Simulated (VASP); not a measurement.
Crystal: KMgF3.

```
CELL_PARAMETERS angstrom
3.98590 0.00000 0.00000
0.00000 3.98590 0.00000
0.00000 0.00000 3.98590
ATOMIC_POSITIONS crystal
K 0.50000 0.50000 0.50000
Mg 0.00000 0.00000 0.00000
F 0.50000 0.00000 0.00000
F 0.00000 0.50000 0.00000
F 0.00000 0.00000 0.50000
```

```yaml
Program: VASP 6.6.1
Task: relaxation of cell and atoms
Functional: RPBE
Potentials_or_basis: VASP PAW PBE potentials, release 64 (K_sv, Mg_sv, F)
Cutoff: 750 eV
k_mesh: 6 × 6 × 6
Occupations: gaussian, width 0.01 eV
Spin: no spin polarisation
```

At the start: pressure 7.9 GPa; volume 12.67 Å³/atom.

Problem. Where does the relaxation end?

Solution. Over 3 steps the energy falls by 31.2 meV/atom and the volume is 14.08 Å³/atom (+11.2 %); space group Pm-3m (No. 221, to 0.1 Å) before and after.

Step by step:
```tsv
step	energy change (eV)	largest force (eV/Å)	pressure (GPa)	volume (Å³)
1	0.0000	0.0000	7.86	63.33
2	-0.1523	0.0000	1.00	69.19
3	-0.1558	0.0000	-0.07	70.41
```

Final structure:
```
CELL_PARAMETERS angstrom
4.12928 0.00000 0.00000
0.00000 4.12928 0.00000
0.00000 0.00000 4.12928
ATOMIC_POSITIONS crystal
K 0.50000 0.50000 0.50000
Mg 0.00000 0.00000 0.00000
F 0.50000 0.00000 0.00000
F 0.00000 0.50000 0.00000
F 0.00000 0.00000 0.50000
```

Caveat: the PAW data sets were made with another functional, which shifts forces and pressure a little.
